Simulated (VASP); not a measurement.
# Si2Ni (P1) in VASP: relaxation of cell and atoms with PBE

Aim: the relaxation of cell and atoms of Si2Ni with PBE.

All numbers are computed with VASP 6.6.1; they aren't measurements. Logs are shortened: lines on timing, memory, paths and dates and some standing lists are left out, and cuts for length are marked.

### 1 The cell of the first run

The typed cell holds 6 atoms: a = 3.699 Å, b = 3.565 Å, c = 6.526 Å, α = 91.42°, β = 88.90°, γ = 89.91°.

### 2 Relaxation of cell and atoms, PBE

The input, INCAR:

```
SYSTEM = Si2Ni
PREC = Accurate
ENCUT = 600
EDIFF = 1E-6
ISMEAR = 0
SIGMA = 0.2
LREAL = .False.
LASPH = .True.
NELM = 60
ALGO = Normal
ISIF = 3
LWAVE = .False.
LCHARG = .False.
GGA = PE
IBRION = 2
NSW = 80
EDIFFG = -0.025
```

The input, KPOINTS:

```
regular mesh
0
Gamma
  6 6 4
  0 0 0
```

The input, POSCAR:

```
Si2Ni
1.0
    3.6985447287      0.0029665390      0.0350777198
    0.0029665390      3.5651235908     -0.0445327427
    0.0636250567     -0.0807748705      6.5254436090
Si Ni
4 2
Direct
    0.9852768915      0.4462347513      0.2005581438
    0.9716171770      0.5291249593      0.7475567047
    0.5810615705      0.0367747099      0.2379752341
    0.5145797624      0.0162890193      0.7597777601
    0.0139728353     -0.0398772444      0.0279644678
   -0.0665082367      0.0114538046      0.5261676895
```

Potentials or basis: VASP PAW PBE potentials, release 64 (Si, Ni).

Command:

```console
cat potpaw_PBE.64/Si/POTCAR potpaw_PBE.64/Ni/POTCAR > POTCAR
mpirun -np 1 vasp_std > vasp.out
```

OUTCAR:

```text
SYSTEM = Si2Ni
   PREC = Accurate
   ENCUT = 600
   EDIFF = 1E-6
   ISMEAR = 0
   LREAL = .False.
   LASPH = .True.
   NELM = 60
   ISIF = 3
   GGA = PE
   IBRION = 2
   NSW = 80
   EDIFFG = -0.025

 ion  position               nearest neighbor table
   1  0.985  0.446  0.201-   5 2.04   3 2.11   5 2.18   3 2.58   3 2.66   6 2.67   6 2.90   2 2.98
                             3 3.06
   2  0.972  0.529  0.748-   6 2.28   6 2.32   5 2.37   4 2.42   4 2.49   4 2.66   4 2.72   5 2.77
                             1 2.98
   3  0.581  0.037  0.238-   5 2.10   1 2.11   6 2.31   5 2.54   1 2.58   1 2.66   6 3.02   1 3.06
                             4 3.13
   4  0.515  0.016  0.760-   6 2.15   2 2.42   2 2.49   5 2.53   5 2.58   2 2.66   6 2.66   2 2.72
                             3 3.13
   5  0.014  0.960  0.028-   1 2.04   3 2.10   1 2.18   2 2.37   4 2.53   3 2.54   4 2.58   2 2.77

   6  0.933  0.011  0.526-   4 2.15   2 2.28   3 2.31   2 2.32   4 2.66   1 2.67   1 2.90   3 3.02

  LATTYP: Found a triclinic cell.
 ALAT       =     7.3584866720
 B/A-ratio  =     0.4845293750
 C/A-ratio  =     0.5026457778
 COS(alpha) =     0.0015155261
 COS(beta)  =     0.0177817307
 COS(gamma) =     0.4624840857

  Lattice vectors:

 A1 = (  -0.0665915957,  -3.4843487203,  -6.4809108663)
 A2 = (  -0.0029665390,  -3.5651235908,   0.0445327427)
 A3 = (  -3.6985447287,  -0.0029665390,  -0.0350777198)

Analysis of symmetry for initial positions (statically):
=====================================================================
 Subroutine PRICEL returns:
 Original cell was already a primitive cell.

 Routine SETGRP: Setting up the symmetry group for a
 triclinic supercell.

 Subroutine GETGRP returns: Found  1 space group operations
 (whereof  1 operations were pure point group operations)
 out of a pool of  2 trial point group operations.

The static configuration has the point symmetry C_1 .

Analysis of symmetry for dynamics (positions and initial velocities):
=====================================================================
 Subroutine PRICEL returns:
 Original cell was already a primitive cell.

 Routine SETGRP: Setting up the symmetry group for a
 triclinic supercell.

 Subroutine GETGRP returns: Found  1 space group operations
 (whereof  1 operations were pure point group operations)
 out of a pool of  2 trial point group operations.

The dynamic configuration has the point symmetry C_1 .

 Subroutine INISYM returns: Found  1 space group operations
 (whereof  1 operations are pure point group operations),
 and found     1 'primitive' translations

----------------------------------------------------------------------------------------

                                     Primitive cell

  volume of cell :      86.0217

  direct lattice vectors                    reciprocal lattice vectors
     3.698544729  0.002966539  0.035077720     0.270401856 -0.000257974 -0.002639694
     0.002966539  3.565123591 -0.044532743    -0.000257974  0.280538808  0.003475151
     0.063625057 -0.080774870  6.525443609    -0.001455314  0.001915918  0.153284192

  length of vectors
     3.698712257  3.565402948  6.526253674     0.270414863  0.280560450  0.153303073

  position of ions in fractional coordinates (direct lattice)
     0.985276891  0.446234751  0.200558144
     0.971617177  0.529124959  0.747556705
     0.581061570  0.036774710  0.237975234
     0.514579762  0.016289019  0.759777760
     0.013972835  0.960122756  0.027964468
     0.933491763  0.011453805  0.526167689

  ion indices of the primitive-cell ions
   primitive index   ion index
                 1           1
                 2           2
                 3           3
                 4           4
                 5           5
                 6           6

----------------------------------------------------------------------------------------

 KPOINTS: regular mesh

Automatic generation of k-mesh.
 Grid dimensions read from file:
 generate k-points for:    6    6    4

 Generating k-lattice:

  Cartesian coordinates                     Fractional coordinates (reciprocal lattice)
     0.045066976 -0.000042996 -0.000439949     0.166666667 -0.000000000  0.000000000
    -0.000042996  0.046756468  0.000579192    -0.000000000  0.166666667 -0.000000000
    -0.000363828  0.000478979  0.038321048     0.000000000  0.000000000  0.250000000

  Length of vectors
     0.045069144  0.046760075  0.038325768

  Shift w.r.t. Gamma in fractional coordinates (k-lattice)
     0.000000000  0.000000000  0.000000000

 Subroutine IBZKPT returns following result:
 ===========================================

 Found     76 irreducible k-points:

 Following reciprocal coordinates:
            Coordinates               Weight
  0.000000  0.000000  0.000000      1.000000
  0.166667 -0.000000 -0.000000      2.000000
  0.333333 -0.000000  0.000000      2.000000
  0.500000 -0.000000  0.000000      1.000000
 -0.000000  0.166667 -0.000000      2.000000
  0.166667  0.166667 -0.000000      2.000000
[... 16 lines left out ...]
  0.333333  0.000000  0.250000      2.000000
  0.500000  0.000000  0.250000      2.000000
 [... further k-points ...]
   k-points           NKPTS =     76   k-points in BZ     NKDIM =     76   number of bands    NBANDS=     22
   number of dos      NEDOS =    301   number of ions     NIONS =      6
   total plane-waves  NPLWV =  45360
   dimension x,y,z NGX =    30 NGY =   28 NGZ =   54
   dimension x,y,z NGXF=    60 NGYF=   56 NGZF=  108
   ions per type =               4   2
   NGX,Y,Z   is equivalent  to a cutoff of  13.48, 13.06, 13.76 a.u.
   NGXF,Y,Z  is equivalent  to a cutoff of  26.97, 26.11, 27.51 a.u.
 SYSTEM =  Si2Ni
   PREC   = accura    normal or accurate (medium, high low for compatibility)
   ISTART =      0    job   : 0-new  1-cont  2-samecut
   ICHARG =      2    charge: 1-file 2-atom 10-const
   ISPIN  =      1    spin polarized calculation?
   LNONCOLLINEAR =      F non collinear calculations
   LSORBIT =      F    spin-orbit coupling
   LASPH  =      T    aspherical Exc in radial PAW
   ENCUT  =  600.0 eV  44.10 Ry    6.64 a.u.   7.39  7.12 13.03*2*pi/ulx,y,z
   NELM   =     60;   NELMIN=  2; NELMDL= -5     # of ELM steps
   EDIFF  = 0.1E-05   stopping-criterion for ELM
   LREAL  =      F    real-space projection
   EDIFFG = -.3E-01   stopping-criterion for IOM
   NSW    =     80    number of steps for IOM
   IBRION =      2    ionic relax: 0-MD 1-quasi-New 2-CG
   NFREE  =      1    steps in history (QN), initial steepest desc. (CG)
   ISIF   =      3    stress and relaxation
   ISYM   =      2    0-nonsym 1-usesym 2-fastsym
   POTIM  = 0.5000    time-step for ionic-motion
   TEBEG  =    0.0;   TEEND  =   0.0 temperature during run
   PSTRESS=    0.0 pullay stress
   NELECT =      36.0000    total number of electrons
   NUPDOWN=      -1.0000    fix difference up-down
   EMIN   =  10.00;   EMAX   =-10.00  energy-range for DOS
   EFERMI =   0.00;   METHOD = LEGACY
   ISMEAR =     0;   SIGMA  =   0.20  broadening in eV -4-tet -1-fermi 0-gaus
   EFERMI_NEDOS =   21; number of points for ismear=-14 and -15
   IALGO  =     38    algorithm
   IMIX   =      4    mixing-type and parameters
     AMIX     =   0.40;   BMIX     =  1.00
     AMIX_MAG =   1.60;   BMIX_MAG =  1.00
  volume/ion in A,a.u.               =      14.34        96.75
  Fermi-wavevector in a.u.,A,eV,Ry     =   1.224540  2.314046 20.401920  1.499499
  Thomas-Fermi vector in A             =   2.359611
   LORBIT       =      0    0 simple, 1 ext, 2 COOP (PROOUT), +10 PAW based schemes
   GGA     = PE    functional components
   LHFCALC =     F    Hartree Fock is set to
   AEXX    =    0.0000 exact exchange contribution
   IVDW    =     0    specifies the selected vdW correction
   LEPSILON=     F    determine dielectric tensor
   LRPA    =     F    only Hartree local field effects (RPA)
 conjugate gradient relaxation of ions
 non-spin polarized calculation
 Gauss-broadening in eV      SIGMA  =   0.20
  energy-cutoff  :      600.00
  volume of cell :       86.02
 maximum number of plane-waves:      2886
 NGX is ok and might be reduce to    30
   NGX = 15   NGY = 15   NGZ = 27

--------------------------------------- Ionic step        1  -------------------------------------------

 number of electron      36.0000000 magnetization

 Free energy of the ion-electron system (eV)
  ---------------------------------------------------
  ext. energy  EPLUGINS =         0.00000000
  ---------------------------------------------------
  free energy    TOTEN  =       -30.86432424 eV

  energy without entropy =      -30.80964758  energy(sigma->0) =      -30.83698591

------------------------ aborting loop because EDIFF is reached ----------------------------------------

  FORCE on cell =-STRESS in cart. coord.  units (eV):
  Direction    XX          YY          ZZ          XY          YZ          ZX
  --------------------------------------------------------------------------------------
  -------------------------------------------------------------------------------------
  Total        3.7595244     10.1569049      4.0886917      2.9429103      1.5569979     -4.5078846
  in kB       70.0221900    189.1751836     76.1530227     54.8125239     28.9995189    -83.9606070
  external PRESSURE =     111.7834655 kB  Pullay stress =       0.0000000 kB
[... 101 lines left out ...]
  FREE ENERGIE OF THE ION-ELECTRON SYSTEM (eV)
  ---------------------------------------------------
  free  energy   TOTEN  =       -32.0888615443 eV

  energy  without entropy=      -32.0283315444  energy(sigma->0) =      -32.05859654

[... ionic steps 4 to 18 ...]

--------------------------------------- Ionic step       19  -------------------------------------------

 number of electron      35.9999997 magnetization

------------------------ aborting loop because EDIFF is reached ----------------------------------------
[... 75 lines left out ...]
--------------------------------------- Ionic step       21  -------------------------------------------

 number of electron      35.9999994 magnetization

 Free energy of the ion-electron system (eV)
  ---------------------------------------------------
  ext. energy  EPLUGINS =         0.00000000
  ---------------------------------------------------
  free energy    TOTEN  =       -32.80779266 eV

  energy without entropy =      -32.75148970  energy(sigma->0) =      -32.77964118

 E-fermi :   9.1988     XC(G=0): -11.3699

 val. band max:        9.1683079388   @ k =   0.3333  -0.3333   0.2500
 cond. band min:       9.2849969564   @ k =   0.5000   0.5000   0.2500
 fundamental gap:      0.1166890176
 Fermi energy:         9.1987696730

 k-point     1 :       0.0000    0.0000    0.0000
  band No.  band energies     occupation
      1      -4.0443      2.00000
      2      -2.3002      2.00000
      3       1.8794      2.00000
      4       4.6346      2.00000
      5       4.8226      2.00000
      6       4.8264      2.00000
[... 589 lines left out ...]
     21      10.7394      0.00000
     22      11.5992      0.00000

 [... further k-points ...]

------------------------ aborting loop because EDIFF is reached ----------------------------------------

  FORCE on cell =-STRESS in cart. coord.  units (eV):
  Direction    XX          YY          ZZ          XY          YZ          ZX
  --------------------------------------------------------------------------------------
  -------------------------------------------------------------------------------------
  Total        0.0783247      0.1230646      0.1016866     -0.0173246      0.0053529      0.0116053
  in kB        1.5103969      2.3731516      1.9609028     -0.3340846      0.1032238      0.2237937
  external PRESSURE =       1.9481504 kB  Pullay stress =       0.0000000 kB
[... 21 lines left out ...]
  FREE ENERGIE OF THE ION-ELECTRON SYSTEM (eV)
  ---------------------------------------------------
  free  energy   TOTEN  =       -32.8077926643 eV

  energy  without entropy=      -32.7514897027  energy(sigma->0) =      -32.77964118

 reached required accuracy - stopping structural energy minimisation
```

It took 67 min on 1 thread of Intel Xeon 8259CL, shared host; peak memory 0.32 GiB.

What came out:

```
Free energy                           : -32.8078 eV
Relaxed volume                        : 13.85 Å³/atom
Relaxed cell                          : a = 3.542 Å, b = 3.541 Å, c = 6.624 Å, α = 90.01°, β = 90.03°, γ = 89.98°
Space group after relaxing (to 0.1 Å) : P4/mmm (No. 123)
Energy gained by relaxing             : 323.9 meV/atom
Ionic steps                           : 21
Pressure after relaxing               : 0.2 GPa
Largest force after relaxing          : 0.024 eV/Å
Band gap on the k mesh                : zero (bands 18 and 19 overlap by 1.83 eV)
```

Forces in eV/Å, atoms in the order of the input:
```
Si   0.000  0.006  0.023
Si   0.016 -0.001 -0.010
Si  -0.008  0.010 -0.017
Si   0.005  0.002  0.005
Ni   0.003 -0.013  0.002
Ni  -0.017 -0.003 -0.003
```

Step by step:
```csv
step,energy change (eV),largest force (eV/Å),pressure (GPa),volume (Å³)
1,0.0000,5.3835,11.18,86.02
2,-0.8807,1.0068,-11.92,98.82
3,-1.2245,1.0260,-6.12,92.90
4,-1.5420,0.8526,-1.24,86.98
5,-1.5779,0.8156,1.56,84.67
6,-1.6798,0.6265,0.35,84.78
7,-1.7773,0.6475,-1.06,85.01
8,-1.8539,0.4013,0.01,83.81
9,-1.8590,0.4578,0.49,83.44
10,-1.8917,0.3298,-0.63,83.91
11,-1.9020,0.2253,-1.52,84.38
12,-1.9199,0.2300,0.50,82.99
13,-1.9202,0.2321,0.55,82.88
14,-1.9311,0.0938,0.17,83.06
15,-1.9330,0.0944,-0.03,83.18
16,-1.9364,0.0805,-0.03,83.19
17,-1.9411,0.0588,0.07,83.18
18,-1.9430,0.0391,-0.08,83.30
19,-1.9430,0.0380,-0.10,83.30
20,-1.9435,0.0254,0.17,83.13
21,-1.9435,0.0241,0.19,83.08
```

Final structure:
```
Si Ni
1.0
     3.54242    0.00100   -0.00065
     0.00054    3.54083   -0.00061
    -0.00170   -0.00023    6.62389
Si Ni
4 2
Direct
  0.00072 0.49959 0.24910
  0.99821 0.50029 0.75036
  0.50066 0.99884 0.25076
  0.49937 0.00020 0.74977
  0.99988 0.00085 0.99995
  0.00115 0.00023 0.50007
```

Spin polarisation is off, so any magnetic state and its effect on volume and gap are missing.

The gap in the log of VASP goes by the Fermi energy; the results here count the filled bands.